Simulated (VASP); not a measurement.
Set up this calculation in VASP 6.6.1, as the native input.

* Task: single point
* Functional: PBE
* Potentials or basis: VASP PAW PBE potentials, release 64 (Sr_sv, P)
* Cutoff: 520 eV
* k mesh: 4 × 4 × 4
* Occupations: gaussian, width 0.1 eV
* Spin: no spin polarisation
* Dipole correction: no
* Further INCAR settings: ALGO = Normal; EDIFF = 1e-07; NBANDS = 39

The structure of Sr5P2 lies in POSCAR:

```
Sr5P2
1.0
   -3.3438597400      3.4700244400      4.3538117600
    3.3438597400     -3.4700244400      4.3538117600
    3.3438597400      3.4700244400     -4.3538117600
Sr P
5 2
Direct
    0.0000000000      0.0000000000      0.5000000000
    0.5000000000      0.5000000000      0.5000000000
    0.0000000000      0.5000000000      0.0000000000
    0.5000000000      0.0000000000      0.0000000000
    0.5000000000      0.5000000000      0.0000000000
    0.5000000000      0.0000000000      0.5000000000
    0.0000000000      0.0000000000      0.0000000000
```

These files were run (other wordings do the same):

INCAR

```
  ALGO = Normal
  EDIFF = 1E-7
  ENCUT = 520
  GGA = PE
  ISIF = 2
  ISMEAR = 0
  LASPH = T
  LCHARG = T
  LELF = T
  LREAL = F
  LVHAR = T
  LWAVE = F
  NBANDS = 39
  NELM = 80
  PREC = Accurate
  SIGMA = 0.1
```

KPOINTS

```
k-points
0
Gamma
  4 4 4
```

Potentials or basis: VASP PAW PBE potentials, release 64 (Sr_sv, P).

Run with:

```sh
$ cat potpaw_PBE.64/Sr_sv/POTCAR potpaw_PBE.64/P/POTCAR > POTCAR
$ mpirun -np 1 vasp_std > vasp.out
```

Results of the run:

```json
{
 "Pressure": "5.8 GPa",
 "Band gap on the k mesh": "zero (band 30 reaches 4.49 eV, above the bottom of band 31 at 3.39 eV)"
}
```

It took 2.9 min on 1 thread of AMD EPYC 9R45 (Zen 5), on a shared host, peak memory 0.34 GiB.
